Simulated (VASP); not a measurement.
# C (P6_3/mmc) in VASP: further runs

Runs on C. Level: r2SCAN. Tasks: single point.

Everything below comes from runs of VASP 6.6.1. Logs are shortened: lines on timing, memory, paths and dates and some standing lists are left out, and cuts for length are marked.

## (1) The cell of the first run

The structure is hexagonal, space group P6_3/mmc (No. 194). Conventional cell: a = 2.417 Å, b = 2.417 Å, c = 4.025 Å, α = 90.00°, β = 90.00°, γ = 120.00°. C (site symmetry 3m) has 4 C at 1.49 to 1.50 Å within 2.0 Å.

## (2) Single point, r2SCAN (strain -3.4%)

The input, POSCAR:

```
C
1.0
    2.4170854502      0.0000000000      0.0000000000
   -1.2085427251      2.0932574030      0.0000000000
    0.0000000000      0.0000000000      4.0254601716
C
4
Direct
    0.3333333333      0.6666666667      0.0006205741
    0.6666666667      0.3333333333      0.5006205741
    0.3333333333      0.6666666667      0.3743794259
    0.6666666667      0.3333333333      0.8743794259
```

The input, INCAR.step1:

```
SYSTEM = C
  PREC = Accurate
  ENCUT = 520
  ISMEAR = 0
  SIGMA = 0.01
  LREAL = .False.
  LASPH = .True.
  NELM = 100
  NBANDS = 16
  GGA = PE
  ALGO = Normal
  EDIFF = 1E-4
  LWAVE = .True.
  LCHARG = .False.
```

The input, INCAR.step2:

```
SYSTEM = C
  PREC = Accurate
  ENCUT = 520
  EDIFF = 1E-6
  ISMEAR = 0
  SIGMA = 0.01
  LREAL = .False.
  LASPH = .True.
  NELM = 100
  ALGO = Normal
  ISIF = 2
  LWAVE = .False.
  LCHARG = .False.
  METAGGA = R2SCAN
  LMIXTAU = .True.
  NBANDS = 16
  ISTART = 1
```

The input, KPOINTS:

```
regular mesh
0
Gamma
  12 12 6
  0 0 0
```

Potentials or basis: VASP PAW PBE potentials, release 64 (C).

Launch:

```sh
$ cat potpaw_PBE.64/C/POTCAR > POTCAR
$ cp INCAR.step1 INCAR
$ mpirun -np 1 vasp_std > vasp.out
$ cp INCAR.step2 INCAR
$ mpirun -np 1 vasp_std > vasp.out
```

OUTCAR:

```text
SYSTEM = C
   PREC = Accurate
   ENCUT = 520
   EDIFF = 1E-6
   ISMEAR = 0
   LREAL = .False.
   LASPH = .True.
   NELM = 100
   ISIF = 2
   METAGGA = R2SCAN
   ISTART = 1

 ion  position               nearest neighbor table
   1  0.333  0.667  0.001-   4 1.49   4 1.49   4 1.49   3 1.50
   2  0.667  0.333  0.501-   3 1.49   3 1.49   3 1.49   4 1.50
   3  0.333  0.667  0.374-   2 1.49   2 1.49   2 1.49   1 1.50
   4  0.667  0.333  0.874-   1 1.49   1 1.49   1 1.49   2 1.50

  LATTYP: Found a hexagonal cell.
 ALAT       =     2.4170854502
 C/A-ratio  =     1.6654190572

  Lattice vectors:

 A1 = (   2.4170854502,   0.0000000000,   0.0000000000)
 A2 = (  -1.2085427251,   2.0932574030,   0.0000000000)
 A3 = (   0.0000000000,   0.0000000000,   4.0254601716)

Analysis of symmetry for initial positions (statically):
=====================================================================
 Subroutine PRICEL returns:
 Original cell was already a primitive cell.

 Routine SETGRP: Setting up the symmetry group for a
 hexagonal supercell.

 Subroutine GETGRP returns: Found 24 space group operations
 (whereof  6 operations were pure point group operations)
 out of a pool of 24 trial point group operations.

The static configuration has the point symmetry C_3v.
 The point group associated with its full space group is D_6h.

Analysis of symmetry for dynamics (positions and initial velocities):
=====================================================================
 Subroutine PRICEL returns:
 Original cell was already a primitive cell.

 Routine SETGRP: Setting up the symmetry group for a
 hexagonal supercell.

 Subroutine GETGRP returns: Found 24 space group operations
 (whereof  6 operations were pure point group operations)
 out of a pool of 24 trial point group operations.

The dynamic configuration has the point symmetry C_3v.
 The point group associated with its full space group is D_6h.

 Subroutine INISYM returns: Found 24 space group operations
 (whereof  6 operations are pure point group operations),
 and found     1 'primitive' translations

----------------------------------------------------------------------------------------

                                     Primitive cell

  volume of cell :      20.3671

  direct lattice vectors                    reciprocal lattice vectors
     2.417085450  0.000000000  0.000000000     0.413721410  0.238862167  0.000000000
    -1.208542725  2.093257403  0.000000000     0.000000000  0.477724335  0.000000000
     0.000000000  0.000000000  4.025460172     0.000000000  0.000000000  0.248418804

  length of vectors
     2.417085450  2.417085450  4.025460172     0.477724335  0.477724335  0.248418804

  position of ions in fractional coordinates (direct lattice)
     0.333333333  0.666666667  0.000620574
     0.666666667  0.333333333  0.500620574
     0.333333333  0.666666667  0.374379426
     0.666666667  0.333333333  0.874379426

  ion indices of the primitive-cell ions
   primitive index   ion index
                 1           1
                 2           2
                 3           3
                 4           4

----------------------------------------------------------------------------------------

 KPOINTS: regular mesh

Automatic generation of k-mesh.
 Grid dimensions read from file:
 generate k-points for:   12   12    6

 Generating k-lattice:

  Cartesian coordinates                     Fractional coordinates (reciprocal lattice)
     0.034476784  0.019905181  0.000000000     0.083333333  0.000000000  0.000000000
     0.000000000  0.039810361  0.000000000     0.000000000  0.083333333  0.000000000
     0.000000000  0.000000000  0.041403134     0.000000000  0.000000000  0.166666667

  Length of vectors
     0.039810361  0.039810361  0.041403134

  Shift w.r.t. Gamma in fractional coordinates (k-lattice)
     0.000000000  0.000000000  0.000000000

 Subroutine IBZKPT returns following result:
 ===========================================

 Found     76 irreducible k-points:

 Following reciprocal coordinates:
            Coordinates               Weight
  0.000000  0.000000  0.000000      1.000000
  0.083333  0.000000  0.000000      6.000000
  0.166667 -0.000000  0.000000      6.000000
  0.250000  0.000000  0.000000      6.000000
  0.333333  0.000000  0.000000      6.000000
  0.416667  0.000000  0.000000      6.000000
[... 16 lines left out ...]
  0.250000  0.000000  0.166667     12.000000
  0.333333  0.000000  0.166667     12.000000
 [... further k-points ...]
   k-points           NKPTS =     76   k-points in BZ     NKDIM =     76   number of bands    NBANDS=     16
   number of dos      NEDOS =    301   number of ions     NIONS =      4
   total plane-waves  NPLWV =   9720
   dimension x,y,z NGX =    18 NGY =   18 NGZ =   30
   dimension x,y,z NGXF=    36 NGYF=   36 NGZF=   60
   ions per type =               4
   NGX,Y,Z   is equivalent  to a cutoff of  12.38, 12.38, 12.39 a.u.
   NGXF,Y,Z  is equivalent  to a cutoff of  24.76, 24.76, 24.78 a.u.
 SYSTEM =  C
   PREC   = accura    normal or accurate (medium, high low for compatibility)
   ISTART =      1    job   : 0-new  1-cont  2-samecut
   ICHARG =      0    charge: 1-file 2-atom 10-const
   ISPIN  =      1    spin polarized calculation?
   LNONCOLLINEAR =      F non collinear calculations
   LSORBIT =      F    spin-orbit coupling
   LASPH  =      T    aspherical Exc in radial PAW
   ENCUT  =  520.0 eV  38.22 Ry    6.18 a.u.   4.49  4.49  7.48*2*pi/ulx,y,z
   NELM   =    100;   NELMIN=  2; NELMDL=  0     # of ELM steps
   EDIFF  = 0.1E-05   stopping-criterion for ELM
   LREAL  =      F    real-space projection
   EDIFFG = 0.1E-04   stopping-criterion for IOM
   NSW    =      0    number of steps for IOM
   IBRION =     -1    ionic relax: 0-MD 1-quasi-New 2-CG
   NFREE  =      0    steps in history (QN), initial steepest desc. (CG)
   ISIF   =      2    stress and relaxation
   ISYM   =      2    0-nonsym 1-usesym 2-fastsym
   POTIM  = 0.5000    time-step for ionic-motion
   TEBEG  =    0.0;   TEEND  =   0.0 temperature during run
   PSTRESS=    0.0 pullay stress
   NELECT =      16.0000    total number of electrons
   NUPDOWN=      -1.0000    fix difference up-down
   EMIN   =  10.00;   EMAX   =-10.00  energy-range for DOS
   EFERMI =   0.00;   METHOD = LEGACY
   ISMEAR =     0;   SIGMA  =   0.01  broadening in eV -4-tet -1-fermi 0-gaus
   EFERMI_NEDOS =   21; number of points for ismear=-14 and -15
   IALGO  =     38    algorithm
   IMIX   =      4    mixing-type and parameters
     AMIX     =   0.40;   BMIX     =  1.00
     AMIX_MAG =   1.60;   BMIX_MAG =  1.00
  volume/ion in A,a.u.               =       5.09        34.36
  Fermi-wavevector in a.u.,A,eV,Ry     =   1.510560  2.854545 31.045675  2.281793
  Thomas-Fermi vector in A             =   2.620734
   LORBIT       =      0    0 simple, 1 ext, 2 COOP (PROOUT), +10 PAW based schemes
   METAGGA = R2SCAN    functional components
   LHFCALC =     F    Hartree Fock is set to
   AEXX    =    0.0000 exact exchange contribution
   IVDW    =     0    specifies the selected vdW correction
   LEPSILON=     F    determine dielectric tensor
   LRPA    =     F    only Hartree local field effects (RPA)
 non-spin polarized calculation
 Gauss-broadening in eV      SIGMA  =   0.01
  energy-cutoff  :      520.00
  volume of cell :       20.37
 maximum number of plane-waves:       567
 NGX is ok and might be reduce to    18
   NGX =  9   NGY =  9   NGZ = 15

 number of electron      16.0000000 magnetization

 Free energy of the ion-electron system (eV)
  ---------------------------------------------------
  ext. energy  EPLUGINS =         0.00000000
  ---------------------------------------------------
  free energy    TOTEN  =       -38.80896105 eV

  energy without entropy =      -38.80896105  energy(sigma->0) =      -38.80896105

 E-fermi :  11.8227     XC(G=0): -14.8522

 val. band max:       11.7362768533   @ k =   0.0000   0.0000   0.0000
 cond. band min:      14.8440304772   @ k =   0.3333   0.3333   0.0000
 fundamental gap:      3.1077536239
 Fermi energy:        11.8226607422

 k-point     1 :       0.0000    0.0000    0.0000
  band No.  band energies     occupation
      1     -12.9231      2.00000
      2      -6.5458      2.00000
      3      -4.0375      2.00000
      4       8.0791      2.00000
      5       8.0791      2.00000
      6      11.0550      2.00000
[... 8 lines left out ...]
     15      29.2661      0.00000
     16      31.4676      0.00000

 k-point     2 :       0.0833    0.0000    0.0000
  band No.  band energies     occupation
      1     -12.7294      2.00000
      2      -6.3713      2.00000
      3      -3.8539      2.00000
      4       7.1114      2.00000
      5       7.6573      2.00000
      6      10.7529      2.00000
[... 8 lines left out ...]
     15      29.4528      0.00000
     16      30.4300      0.00000

 k-point     3 :       0.1667   -0.0000    0.0000
  band No.  band energies     occupation
      1     -12.1496      2.00000
      2      -5.8492      2.00000
      3      -3.3139      2.00000
      4       4.8360      2.00000
      5       6.7051      2.00000
      6       8.9374      2.00000
[... 8 lines left out ...]
     15      28.0973      0.00000
     16      30.0012      0.00000

 k-point     4 :       0.2500    0.0000    0.0000
  band No.  band energies     occupation
      1     -11.1909      2.00000
      2      -4.9847      2.00000
      3      -2.4685      2.00000
      4       2.1307      2.00000
      5       5.6836      2.00000
      6       6.5668      2.00000
[... 8 lines left out ...]
     15      28.1680      0.00000
     16      29.9892      0.00000

 k-point     5 :       0.3333    0.0000    0.0000
  band No.  band energies     occupation
      1      -9.8703      2.00000
      2      -3.7896      2.00000
      3      -1.7408      2.00000
      4      -0.1968      2.00000
      5       4.1401      2.00000
      6       4.8490      2.00000
[... 8 lines left out ...]
     15      28.9757      0.00000
     16      30.2217      0.00000

 k-point     6 :       0.4167    0.0000    0.0000
  band No.  band energies     occupation
      1      -8.2463      2.00000
      2      -3.4918      2.00000
      3      -2.2993      2.00000
      4       0.2832      2.00000
      5       1.8592      2.00000
      6       4.3162      2.00000
[... 8 lines left out ...]
     15      30.4698      0.00000
     16      31.7185      0.00000
[... 267 lines left out ...]
 k-point    21 :       0.0833    0.0000    0.1667
  band No.  band energies     occupation
      1     -12.5190      2.00000
      2      -7.6854      2.00000
      3      -2.1844      2.00000
      4       7.2857      2.00000
      5       7.8320      2.00000
      6       9.5096      2.00000
[... 8 lines left out ...]
     15      29.4517      0.00000
     16      30.9382      0.00000

 k-point    22 :       0.1667   -0.0000    0.1667
  band No.  band energies     occupation
      1     -11.9401      2.00000
      2      -7.1396      2.00000
      3      -1.6853      2.00000
      4       5.0201      2.00000
      5       6.8851      2.00000
      6       8.3140      2.00000
[... 8 lines left out ...]
     15      28.5629      0.00000
     16      29.7726      0.00000

 k-point    23 :       0.2500    0.0000    0.1667
  band No.  band energies     occupation
      1     -10.9828      2.00000
      2      -6.2398      2.00000
      3      -0.9269      2.00000
      4       2.3490      2.00000
      5       5.8677      2.00000
      6       5.9113      2.00000
[... 8 lines left out ...]
     15      27.4214      0.00000
     16      29.8168      0.00000

 k-point    24 :       0.3333    0.0000    0.1667
  band No.  band energies     occupation
      1      -9.6647      2.00000
      2      -5.0102      2.00000
      3      -0.9343      2.00000
      4       0.6735      2.00000
      5       3.4361      2.00000
      6       5.0355      2.00000
[... 8 lines left out ...]
     15      28.4216      0.00000
     16      31.2314      0.00000

 [... further k-points ...]

------------------------ aborting loop because EDIFF is reached ----------------------------------------

  FORCE on cell =-STRESS in cart. coord.  units (eV):
  Direction    XX          YY          ZZ          XY          YZ          ZX
  --------------------------------------------------------------------------------------
  -------------------------------------------------------------------------------------
  Total        7.4336119      7.4336119      7.6137069      0.0000000      0.0000000      0.0000000
  in kB      584.7635488    584.7635488    598.9306848      0.0000000      0.0000000      0.0000000
  external PRESSURE =     589.4859275 kB  Pullay stress =       0.0000000 kB

 VOLUME and BASIS-vectors are now :
 -----------------------------------------------------------------------------
  energy-cutoff  :      520.00
  volume of cell :       20.37
      direct lattice vectors                 reciprocal lattice vectors
     2.417085450  0.000000000  0.000000000     0.413721410  0.238862167  0.000000000
    -1.208542725  2.093257403  0.000000000     0.000000000  0.477724335  0.000000000
     0.000000000  0.000000000  4.025460172     0.000000000  0.000000000  0.248418804

 POSITION                                       TOTAL-FORCE (eV/Angst)
 -----------------------------------------------------------------------------------
     -0.00000      1.39550      0.00250         0.000000     -0.000000      0.009823
      1.20854      0.69775      2.01523         0.000000      0.000000      0.009823
     -0.00000      1.39550      1.50705         0.000000      0.000000     -0.009823
      1.20854      0.69775      3.51978        -0.000000     -0.000000     -0.009823
 -----------------------------------------------------------------------------------
    total drift:                               -0.000000      0.000000     -0.000079

  FREE ENERGIE OF THE ION-ELECTRON SYSTEM (eV)
  ---------------------------------------------------
  free  energy   TOTEN  =       -38.8089610479 eV

  energy  without entropy=      -38.8089610479  energy(sigma->0) =      -38.80896105
```

Run time: 50 s. Hardware: 1 thread of AMD EPYC 9R45 (Zen 5), shared host; peak memory 0.1 GiB.

Results:

- Free energy: -38.8090 eV
- Pressure: 58.9 GPa
- Largest force: 0.010 eV/Å
- Band gap on the k mesh: 3.11 eV, indirect (least direct gap 5.31 eV)

Forces in eV/Å, atoms in the order of the input:
```
C    0.000  0.000  0.010
C    0.000  0.000  0.010
C    0.000  0.000 -0.010
C    0.000  0.000 -0.010
```

Caveat: the cell differs from its parent crystal (strain -3.4%); the PAW data sets were made with another functional, which shifts forces and pressure a little.

## (3) Single point, r2SCAN (uniaxial z strain +3.4%)

The input, POSCAR:

```
C
1.0
    2.5031953710      0.0000000000      0.0000000000
   -1.2515976855      2.1678307819      0.0000000000
    0.0000000000      0.0000000000      4.3114446039
C
4
Direct
    0.3333333333      0.6666666667     -0.0003803633
    0.6666666667      0.3333333333      0.4996196367
    0.3333333333      0.6666666667      0.3753803633
    0.6666666667      0.3333333333      0.8753803633
```

The input, INCAR.step1:

```
SYSTEM = C
  ALGO = Normal
  EDIFF = 1E-4
  ENCUT = 520
  GGA = PE
  ISMEAR = 0
  LASPH = .TRUE.
  LCHARG = .FALSE.
  LREAL = .FALSE.
  LWAVE = .TRUE.
  NBANDS = 16
  NELM = 80
  PREC = Accurate
  SIGMA = 0.01
```

The input, INCAR.step2:

```
SYSTEM = C
  ALGO = Normal
  EDIFF = 1E-7
  ENCUT = 520
  ISIF = 2
  ISMEAR = 0
  ISTART = 1
  LASPH = .TRUE.
  LCHARG = .FALSE.
  LMIXTAU = .TRUE.
  LREAL = .FALSE.
  LWAVE = .FALSE.
  METAGGA = R2SCAN
  NBANDS = 16
  NELM = 80
  PREC = Accurate
  SIGMA = 0.01
```

The input, KPOINTS:

```
k-points
0
G
  12 12 6
  0 0 0
```

Potentials or basis: VASP PAW PBE potentials, release 64 (C).

Launch:

```sh
$ cat potpaw_PBE.64/C/POTCAR > POTCAR
$ cp INCAR.step1 INCAR
$ mpirun -np 1 vasp_std > vasp.out
$ cp INCAR.step2 INCAR
$ mpirun -np 1 vasp_std > vasp.out
```

Wall time 67 s (1 thread of AMD EPYC 9R45 (Zen 5), shared host); peak memory 0.11 GiB.

It converged, with:

| Property | Result |
| --- | --- |
| Free energy | -39.1087 eV |
| Pressure | -12.5 GPa |
| Largest force | 0.021 eV/Å |
| Band gap on the k mesh | 3.76 eV, indirect (least direct gap 4.51 eV) |

Forces in eV/Å, atoms in the order of the input:
```
C    0.000  0.000  0.021
C    0.000  0.000  0.021
C    0.000  0.000 -0.021
C    0.000  0.000 -0.021
```

Stress tensor (GPa, compression positive):
```
  0.88   0.00   0.00
  0.00   0.88   0.00
  0.00   0.00 -39.31
```

Levels at points of the mesh, in eV from the valence-band top:
| k point | band 4 | band 5 | band 6 | band 7 | band 8 | band 9 | band 10 | band 11 | band 12 | band 13 |
| --- | --- | --- | --- | --- | --- | --- | --- | --- | --- | --- |
| (0.00, 0.00, 0.00) | -2.79 | -2.79 | -0.34 | 0.00 | 0.00 | 4.51 | 5.64 | 5.64 | 8.98 | 9.87 |
| (0.50, 0.00, 0.00) | -10.74 | -9.17 | -6.35 | -5.75 | -3.35 | 5.17 | 8.39 | 8.57 | 9.05 | 10.32 |
| (0.00, 0.00, 0.50) | -7.55 | -1.64 | -1.64 | -1.64 | -1.64 | 7.76 | 7.76 | 7.76 | 7.76 | 8.28 |
| (0.50, 0.00, 0.50) | -13.37 | -5.09 | -5.09 | -5.02 | -5.02 | 6.08 | 6.08 | 6.50 | 6.50 | 13.07 |

Caveat: the cell differs from its parent crystal (uniaxial z strain +3.4%); the PAW data sets were made with another functional, which shifts forces and pressure a little.

(Part 1 of 2 ends here.)
